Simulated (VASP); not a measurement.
# Pb (P6/mmm) in VASP: a series of runs

The runs below take Pb through single point, relaxation of cell and atoms, with PBEsol.

Everything below comes from runs of VASP 6.6.1. Logs are shortened: lines on timing, memory, paths and dates and some standing lists are left out, and cuts for length are marked.

## 1. The cell of the first run

The structure is hexagonal, space group P6/mmm (No. 191). The conventional cell has a = 5.591 Å, b = 5.591 Å, c = 3.304 Å, α = 90.00°, β = 90.00°, γ = 120.00°. Pb (site symmetry 6/mmm) has 14 Pb at 3.30 to 3.63 Å within 4.3 Å. Within 4.2 Å of Pb (site symmetry -6m2) lie 11 Pb at 3.23 to 3.63 Å.

## 2. Single point, PBEsol

Input file INCAR:

```
SYSTEM = Pb
PREC = Accurate ; ENCUT = 520
EDIFF = 1E-6 ; ISMEAR = 0
SIGMA = 0.1 ; LREAL = .False.
LASPH = .True. ; NELM = 100
ALGO = Normal ; ISIF = 2
LWAVE = .False. ; LCHARG = .True.
GGA = PS ; LELF = .True.
LVHAR = .True. ; NBANDS = 28
```

Input file KPOINTS:

```
regular mesh
0
Gamma
  6 6 6
  0 0 0
```

Input file POSCAR:

```
Pb
1.0
    5.5911051584      0.0000000000      0.0000000000
   -2.7955525792      4.8420391024      0.0000000000
    0.0000000000      0.0000000000      3.3042939933
Pb
3
Direct
    0.0000000000      0.0000000000      0.0000000000
    0.3333333333      0.6666666667      0.5000000000
    0.6666666667      0.3333333333      0.5000000000
```

Potentials or basis: VASP PAW PBE potentials, release 64 (Pb_d).

Run with:

```console
$ cat potpaw_PBE.64/Pb_d/POTCAR > POTCAR
$ mpirun -np 1 vasp_std > vasp.out
```

OUTCAR:

```text
SYSTEM = Pb
   PREC = Accurate
   ENCUT = 520
   EDIFF = 1E-6
   ISMEAR = 0
   LREAL = .False.
   LASPH = .True.
   NELM = 100
   ISIF = 2
   GGA = PS

 ion  position               nearest neighbor table
   1  0.000  0.000  0.000-   2 3.63   3 3.63   2 3.63   3 3.63   2 3.63   2 3.63   3 3.63   3 3.63
                             3 3.63   3 3.63   2 3.63   2 3.63
   2  0.333  0.667  0.500-   3 3.23   3 3.23   3 3.23   1 3.63   1 3.63   1 3.63   1 3.63   1 3.63
                             1 3.63
   3  0.667  0.333  0.500-   2 3.23   2 3.23   2 3.23   1 3.63   1 3.63   1 3.63   1 3.63   1 3.63
                             1 3.63

  LATTYP: Found a hexagonal cell.
 ALAT       =     5.5911051584
 C/A-ratio  =     0.5909912083

  Lattice vectors:

 A1 = (   5.5911051584,   0.0000000000,   0.0000000000)
 A2 = (  -2.7955525792,   4.8420391024,   0.0000000000)
 A3 = (   0.0000000000,   0.0000000000,   3.3042939933)

Analysis of symmetry for initial positions (statically):
=====================================================================
 Subroutine PRICEL returns:
 Original cell was already a primitive cell.

 Routine SETGRP: Setting up the symmetry group for a
 hexagonal supercell.

 Subroutine GETGRP returns: Found 24 space group operations
 (whereof 24 operations were pure point group operations)
 out of a pool of 24 trial point group operations.

The static configuration has the point symmetry D_6h.

Analysis of symmetry for dynamics (positions and initial velocities):
=====================================================================
 Subroutine PRICEL returns:
 Original cell was already a primitive cell.

 Routine SETGRP: Setting up the symmetry group for a
 hexagonal supercell.

 Subroutine GETGRP returns: Found 24 space group operations
 (whereof 24 operations were pure point group operations)
 out of a pool of 24 trial point group operations.

The dynamic configuration has the point symmetry D_6h.

 Subroutine INISYM returns: Found 24 space group operations
 (whereof 24 operations are pure point group operations),
 and found     1 'primitive' translations

----------------------------------------------------------------------------------------

                                     Primitive cell

  volume of cell :      89.4550

  direct lattice vectors                    reciprocal lattice vectors
     5.591105158  0.000000000  0.000000000     0.178855516  0.103262281  0.000000000
    -2.795552579  4.842039102  0.000000000     0.000000000  0.206524561  0.000000000
     0.000000000  0.000000000  3.304293993     0.000000000  0.000000000  0.302636509

  length of vectors
     5.591105158  5.591105158  3.304293993     0.206524561  0.206524561  0.302636509

  position of ions in fractional coordinates (direct lattice)
     0.000000000  0.000000000  0.000000000
     0.333333333  0.666666667  0.500000000
     0.666666667  0.333333333  0.500000000

  ion indices of the primitive-cell ions
   primitive index   ion index
                 1           1
                 2           2
                 3           3

----------------------------------------------------------------------------------------

 KPOINTS: regular mesh

Automatic generation of k-mesh.
 Grid dimensions read from file:
 generate k-points for:    6    6    6

 Generating k-lattice:

  Cartesian coordinates                     Fractional coordinates (reciprocal lattice)
     0.029809253  0.017210380  0.000000000     0.166666667 -0.000000000  0.000000000
     0.000000000  0.034420760  0.000000000     0.000000000  0.166666667  0.000000000
     0.000000000  0.000000000  0.050439418     0.000000000  0.000000000  0.166666667

  Length of vectors
     0.034420760  0.034420760  0.050439418

  Shift w.r.t. Gamma in fractional coordinates (k-lattice)
     0.000000000  0.000000000  0.000000000

 Subroutine IBZKPT returns following result:
 ===========================================

 Found     28 irreducible k-points:

 Following reciprocal coordinates:
            Coordinates               Weight
  0.000000  0.000000  0.000000      1.000000
  0.166667  0.000000  0.000000      6.000000
  0.333333  0.000000  0.000000      6.000000
  0.500000  0.000000  0.000000      3.000000
  0.166667  0.166667  0.000000      6.000000
  0.333333  0.166667  0.000000     12.000000
[... 16 lines left out ...]
  0.166667  0.000000  0.500000      6.000000
  0.333333  0.000000  0.500000      6.000000
 [... further k-points ...]
   k-points           NKPTS =     28   k-points in BZ     NKDIM =     28   number of bands    NBANDS=     28
   number of dos      NEDOS =    301   number of ions     NIONS =      3
   total plane-waves  NPLWV =  49392
   dimension x,y,z NGX =    42 NGY =   42 NGZ =   28
   dimension x,y,z NGXF=    84 NGYF=   84 NGZF=   56
   ions per type =               3
   NGX,Y,Z   is equivalent  to a cutoff of  12.49, 12.49, 14.09 a.u.
   NGXF,Y,Z  is equivalent  to a cutoff of  24.98, 24.98, 28.17 a.u.
 SYSTEM =  Pb
   PREC   = accura    normal or accurate (medium, high low for compatibility)
   ISTART =      0    job   : 0-new  1-cont  2-samecut
   ICHARG =      2    charge: 1-file 2-atom 10-const
   ISPIN  =      1    spin polarized calculation?
   LNONCOLLINEAR =      F non collinear calculations
   LSORBIT =      F    spin-orbit coupling
   LASPH  =      T    aspherical Exc in radial PAW
   ENCUT  =  520.0 eV  38.22 Ry    6.18 a.u.  10.40 10.40  6.14*2*pi/ulx,y,z
   NELM   =    100;   NELMIN=  2; NELMDL= -5     # of ELM steps
   EDIFF  = 0.1E-05   stopping-criterion for ELM
   LREAL  =      F    real-space projection
   EDIFFG = 0.1E-04   stopping-criterion for IOM
   NSW    =      0    number of steps for IOM
   IBRION =     -1    ionic relax: 0-MD 1-quasi-New 2-CG
   NFREE  =      0    steps in history (QN), initial steepest desc. (CG)
   ISIF   =      2    stress and relaxation
   ISYM   =      2    0-nonsym 1-usesym 2-fastsym
   POTIM  = 0.5000    time-step for ionic-motion
   TEBEG  =    0.0;   TEEND  =   0.0 temperature during run
   PSTRESS=    0.0 pullay stress
   NELECT =      42.0000    total number of electrons
   NUPDOWN=      -1.0000    fix difference up-down
   EMIN   =  10.00;   EMAX   =-10.00  energy-range for DOS
   EFERMI =   0.00;   METHOD = LEGACY
   ISMEAR =     0;   SIGMA  =   0.10  broadening in eV -4-tet -1-fermi 0-gaus
   EFERMI_NEDOS =   21; number of points for ismear=-14 and -15
   IALGO  =     38    algorithm
   IMIX   =      4    mixing-type and parameters
     AMIX     =   0.40;   BMIX     =  1.00
     AMIX_MAG =   1.60;   BMIX_MAG =  1.00
  volume/ion in A,a.u.               =      29.82       201.22
  Fermi-wavevector in a.u.,A,eV,Ry     =   1.272398  2.404484 22.027794  1.618997
  Thomas-Fermi vector in A             =   2.405279
   LORBIT       =      0    0 simple, 1 ext, 2 COOP (PROOUT), +10 PAW based schemes
   GGA     = PS    functional components
   LHFCALC =     F    Hartree Fock is set to
   AEXX    =    0.0000 exact exchange contribution
   IVDW    =     0    specifies the selected vdW correction
   LEPSILON=     F    determine dielectric tensor
   LRPA    =     F    only Hartree local field effects (RPA)
 non-spin polarized calculation
 Gauss-broadening in eV      SIGMA  =   0.10
  energy-cutoff  :      520.00
  volume of cell :       89.46
 maximum number of plane-waves:      2460
 NGX is ok and might be reduce to    42
   NGX = 21   NGY = 21   NGZ = 13

 number of electron      41.9999999 magnetization

 Free energy of the ion-electron system (eV)
  ---------------------------------------------------
  ext. energy  EPLUGINS =         0.00000000
  ---------------------------------------------------
  free energy    TOTEN  =       -11.89157969 eV

  energy without entropy =      -11.88596091  energy(sigma->0) =      -11.88877030

 E-fermi :   7.3262     XC(G=0): -10.4183

 val. band max:        7.2834278264   @ k =   0.1667   0.1667   0.5000
 cond. band min:       7.5049555544   @ k =   0.1667   0.0000   0.5000
 fundamental gap:      0.2215277281
 Fermi energy:         7.3262255989

 k-point     1 :       0.0000    0.0000    0.0000
  band No.  band energies     occupation
      1      -9.9759      2.00000
      2      -9.8714      2.00000
      3      -9.7399      2.00000
      4      -9.7315      2.00000
      5      -9.7315      2.00000
      6      -9.6592      2.00000
[... 20 lines left out ...]
     27      15.5081      0.00000
     28      15.5755      0.00000

 k-point     2 :       0.1667    0.0000    0.0000
  band No.  band energies     occupation
      1      -9.9664      2.00000
      2      -9.8750      2.00000
      3      -9.7703      2.00000
      4      -9.7363      2.00000
      5      -9.7345      2.00000
      6      -9.6994      2.00000
[... 20 lines left out ...]
     27      15.0253      0.00000
     28      15.2122      0.00000

 k-point     3 :       0.3333    0.0000    0.0000
  band No.  band energies     occupation
      1      -9.9437      2.00000
      2      -9.8830      2.00000
      3      -9.8296      2.00000
      4      -9.7581      2.00000
      5      -9.7465      2.00000
      6      -9.7455      2.00000
[... 20 lines left out ...]
     27      14.7294      0.00000
     28      15.1684      0.00000

 k-point     4 :       0.5000    0.0000    0.0000
  band No.  band energies     occupation
      1      -9.9290      2.00000
      2      -9.8773      2.00000
      3      -9.8720      2.00000
      4      -9.7657      2.00000
      5      -9.7630      2.00000
      6      -9.7508      2.00000
[... 20 lines left out ...]
     27      14.5357      0.00000
     28      14.8826      0.00000

 k-point     5 :       0.1667    0.1667    0.0000
  band No.  band energies     occupation
      1      -9.9504      2.00000
      2      -9.8809      2.00000
      3      -9.8083      2.00000
      4      -9.7532      2.00000
      5      -9.7505      2.00000
      6      -9.7443      2.00000
[... 20 lines left out ...]
     27      14.5223      0.00000
     28      15.0549      0.00000

 k-point     6 :       0.3333    0.1667    0.0000
  band No.  band energies     occupation
      1      -9.9312      2.00000
      2      -9.8823      2.00000
      3      -9.8546      2.00000
      4      -9.7892      2.00000
      5      -9.7619      2.00000
      6      -9.7544      2.00000
[... 463 lines left out ...]
      5      -9.7485      2.00000
      6      -9.7485      2.00000
[... 20 lines left out ...]
     27      13.6495      0.00000
     28      14.1614      0.00000

 k-point    22 :       0.0000    0.0000    0.5000
  band No.  band energies     occupation
      1      -9.8566      2.00000
      2      -9.8566      2.00000
      3      -9.8434      2.00000
      4      -9.8434      2.00000
      5      -9.6498      2.00000
      6      -9.6498      2.00000
[... 20 lines left out ...]
     27       9.7032      0.00000
     28      11.9503      0.00000

 k-point    23 :       0.1667    0.0000    0.5000
  band No.  band energies     occupation
      1      -9.8549      2.00000
      2      -9.8470      2.00000
      3      -9.8431      2.00000
      4      -9.8295      2.00000
      5      -9.6532      2.00000
      6      -9.6479      2.00000
[... 20 lines left out ...]
     27      10.7319      0.00000
     28      12.3669      0.00000

 k-point    24 :       0.3333    0.0000    0.5000
  band No.  band energies     occupation
      1      -9.8550      2.00000
      2      -9.8462      2.00000
      3      -9.8052      2.00000
      4      -9.7625      2.00000
      5      -9.7057      2.00000
      6      -9.6877      2.00000
[... 20 lines left out ...]
     27      12.2739      0.00000
     28      13.4219      0.00000

 [... further k-points ...]
[... 5 lines left out ...]
  --------------------------------------------------------------------------------------
  -------------------------------------------------------------------------------------
  Total        0.0036046      0.0036046      0.0477659      0.0000000      0.0000000     -0.0000000
  in kB        0.0645594      0.0645594      0.8555078      0.0000000      0.0000000     -0.0000000
  external PRESSURE =       0.3282088 kB  Pullay stress =       0.0000000 kB

 VOLUME and BASIS-vectors are now :
 -----------------------------------------------------------------------------
  energy-cutoff  :      520.00
  volume of cell :       89.46
      direct lattice vectors                 reciprocal lattice vectors
     5.591105158  0.000000000  0.000000000     0.178855516  0.103262281  0.000000000
    -2.795552579  4.842039102  0.000000000     0.000000000  0.206524561  0.000000000
     0.000000000  0.000000000  3.304293993     0.000000000  0.000000000  0.302636509

 POSITION                                       TOTAL-FORCE (eV/Angst)
 -----------------------------------------------------------------------------------
      0.00000      0.00000      0.00000         0.000000      0.000000      0.000000
     -0.00000      3.22803      1.65215         0.000000     -0.000000      0.000000
      2.79555      1.61401      1.65215        -0.000000      0.000000     -0.000000
 -----------------------------------------------------------------------------------
    total drift:                               -0.000000      0.000000     -0.000000

  FREE ENERGIE OF THE ION-ELECTRON SYSTEM (eV)
  ---------------------------------------------------
  free  energy   TOTEN  =       -11.8915796901 eV

  energy  without entropy=      -11.8859609104  energy(sigma->0) =      -11.88877030
```

Run time: 80 s. Hardware: 1 thread of AMD EPYC 7R13, shared host; peak memory 0.21 GiB.

Results:

```
Free energy            : -11.8916 eV
Pressure               : 0.0 GPa
Band gap on the k mesh : zero (band 21 reaches 8.54 eV, above the bottom of band 22 at 5.11 eV)
```

Caveat: the PAW data sets were made with another functional, which shifts forces and pressure a little; spin-orbit coupling is left out, which moves the levels of the heavy elements.

## 3. Single point, PBEsol

This run uses another cell than the first one, of 36.08 Å³/atom, 1.210 times its volume.

Input file INCAR:

```
PREC = Accurate
ENCUT = 520
EDIFF = 1E-6
ISMEAR = 0
SIGMA = 0.1
LREAL = F
LASPH = T
NELM = 100
ALGO = Fast
ISIF = 2
LWAVE = F
LCHARG = F
GGA = PS
NBANDS = 28
```

Input file KPOINTS:

```
regular mesh
0
Gamma
  6 6 6
```

Input file POSCAR:

```
Pb
1.0
    5.8856341892      0.0000000000      0.0000000000
   -2.9428170946      5.0971087252      0.0000000000
    0.0000000000      0.0000000000      3.6081496551
Pb
3
Direct
    0.0000000000      0.0000000000      0.0000000000
    0.3333333333      0.6666666667      0.5000000000
    0.6666666667      0.3333333333      0.5000000000
```

Potentials or basis: VASP PAW PBE potentials, release 64 (Pb_d).

Run with:

```console
$ cat potpaw_PBE.64/Pb_d/POTCAR > POTCAR
$ mpirun -np 1 vasp_std > vasp.out
```

Wall time 2.2 min (1 thread of AMD EPYC 7R13, shared host); peak memory 0.23 GiB.

It converged, with:

* Free energy: -11.4778 eV
* Pressure: -5.8 GPa
* Band gap on the k mesh: zero (band 21 reaches 6.38 eV, above the bottom of band 22 at 3.74 eV)

Stress tensor (GPa, compression positive):
```
-5.29  0.00  0.00
 0.00 -5.29  0.00
 0.00  0.00 -6.75
```

Levels at points of the mesh, in eV from the Fermi level:
```csv
k point,band 18,band 19,band 20,band 21,band 22,band 23,band 24,band 25
"(0.00, 0.00, 0.00)",-7.14,-1.73,-1.73,-1.59,-1.59,2.44,6.11,6.16
"(0.50, 0.00, 0.00)",-7.83,-3.33,0.26,0.36,2.57,2.94,3.46,3.95
"(0.00, 0.00, 0.50)",-5.84,-2.00,-1.13,-0.27,-0.27,-0.09,0.89,0.89
"(0.50, 0.00, 0.50)",-7.16,-2.95,-2.46,-1.22,-0.99,0.54,2.63,3.41
```

Caveat: the PAW data sets were made with another functional, which shifts forces and pressure a little; spin-orbit coupling is left out, which moves the levels of the heavy elements.

## 4. Relaxation of cell and atoms, PBEsol

This run uses another cell than the first one, of 36.08 Å³/atom, 1.210 times its volume.

Input file INCAR:

```
SYSTEM = Pb
  ALGO = Normal
  EDIFF = 1E-6
  EDIFFG = -0.04
  ENCUT = 600
  GGA = PS
  IBRION = 2
  ISIF = 3
  ISMEAR = 0
  LASPH = .True.
  LCHARG = .False.
  LREAL = .False.
  LWAVE = .False.
  NELM = 100
  NSW = 90
  PREC = Accurate
  SIGMA = 0.1
```

Input file KPOINTS:

```
k-points
0
Gamma
  3 3 6
  0 0 0
```

POSCAR is that of step 3.

Run with:

```console
$ cat potpaw_PBE.64/Pb_d/POTCAR > POTCAR
$ mpirun -np 1 vasp_std > vasp.out
```

It took 2.3 min on 1 thread of AMD EPYC 7R13, shared host; peak memory 0.24 GiB.

It converged, with:

```
Free energy                            : -12.0601 eV
Relaxed volume                         : 30.17 Å³/atom
Relaxed cell                           : a = 5.602 Å, b = 5.602 Å, c = 3.331 Å, α = 90.00°, β = 90.00°, γ = 120.00°
Space group after relaxing (to 0.05 Å) : P6/mmm (No. 191)
Energy gained by relaxing              : 124.6 meV/atom
Ionic steps                            : 4
Pressure after relaxing                : 0.0 GPa
Band gap on the k mesh                 : zero (band 21 reaches 8.35 eV, above the bottom of band 22 at 5.03 eV)
```

Stress tensor (GPa, compression positive):
```
 0.14  0.00  0.00
 0.00  0.14  0.00
 0.00  0.00 -0.15
```

Step by step:
```tsv
step	energy change (eV)	largest force (eV/Å)	pressure (GPa)	volume (Å³)
1	0.0000	0.0000	-5.54	108.24
2	-0.3664	0.0000	0.49	89.85
3	-0.3671	0.0000	0.10	90.57
4	-0.3737	0.0000	0.04	90.52
```

Final structure:
```cif
data_structure
_symmetry_space_group_name_H-M 'P 1'
_symmetry_Int_Tables_number 1
_cell_length_a 5.6018
_cell_length_b 5.6018
_cell_length_c 3.3309
_cell_angle_alpha 90.000
_cell_angle_beta 90.000
_cell_angle_gamma 120.000
_cell_volume 90.52
loop_
_atom_site_label
_atom_site_type_symbol
_atom_site_fract_x
_atom_site_fract_y
_atom_site_fract_z
_atom_site_occupancy
Pb1 Pb 0.00000 0.00000 0.00000 1
Pb2 Pb 0.33333 0.66667 0.50000 1
Pb3 Pb 0.66667 0.33333 0.50000 1
```

Levels at points of the mesh, in eV from the Fermi level:
```csv
k point,band 17,band 18,band 19,band 20,band 21,band 22,band 23,band 24,band 25
"(0.00, 0.00, 0.00)",-7.79,-7.43,-2.46,-2.46,-2.35,-2.35,3.06,7.03,7.34
"(0.00, 0.00, 0.50)",-8.04,-5.36,-2.46,-1.64,-0.66,-0.54,-0.54,0.74,0.74
```

Caveat: the k points lie up to 0.43 Å⁻¹ apart in the final cell; the volume moved by over 15 % at a fixed basis, so the end points are rough; the PAW data sets were made with another functional, which shifts forces and pressure a little; spin-orbit coupling is left out, which moves the levels of the heavy elements.

## 5. Single point, PBEsol

This run uses another cell than the first one, of 30.06 Å³/atom, 1.008 times its volume.

Input file INCAR:

```
SYSTEM = Pb
PREC = Accurate
ENCUT = 520
EDIFF = 1E-6
ISMEAR = 0
SIGMA = 0.1
LREAL = .FALSE.
LASPH = .TRUE.
NELM = 100
ALGO = Fast
ISIF = 2
LWAVE = .FALSE.
LCHARG = .FALSE.
GGA = PS
NBANDS = 28
```

Input file KPOINTS:

```
Automatic mesh
0
G
  9 9 14
  0 0 0
```

Input file POSCAR:

```
Pb
1.0
    5.5667898027      0.0000000000      0.0000000000
   -2.7833949013      4.8209813866      0.0000000000
    0.0000000000      0.0000000000      3.3602920002
Pb
3
Direct
    0.0000000000      0.0000000000      0.0000000000
    0.3333333333      0.6666666667      0.5000000000
    0.6666666667      0.3333333333      0.5000000000
```

Run with:

```console
$ cat potpaw_PBE.64/Pb_d/POTCAR > POTCAR
$ mpirun -np 1 vasp_std > vasp.out
```

Wall time 5 min (1 thread of AMD EPYC 7R13, shared host); peak memory 0.3 GiB.

It converged, with:

```yaml
Free_energy: -11.8451 eV
Pressure: -0.1 GPa
Band_gap_on_the_k_mesh: zero (band 21 reaches 9.05 eV, above the bottom of band 22 at 5.10 eV)
```

Levels at points of the mesh, in eV from the Fermi level:
| k point | band 19 | band 20 | band 21 | band 22 | band 23 | band 24 |
| --- | --- | --- | --- | --- | --- | --- |
| (0.00, 0.00, 0.00) | -2.18 | -2.18 | -2.07 | -2.07 | 3.05 | 7.04 |
| (0.00, 0.00, 0.50) | -2.13 | -1.33 | -0.34 | -0.34 | -0.28 | 0.94 |

Caveat: the PAW data sets were made with another functional, which shifts forces and pressure a little; spin-orbit coupling is left out, which moves the levels of the heavy elements.

(Continued in part 2 of 2.)
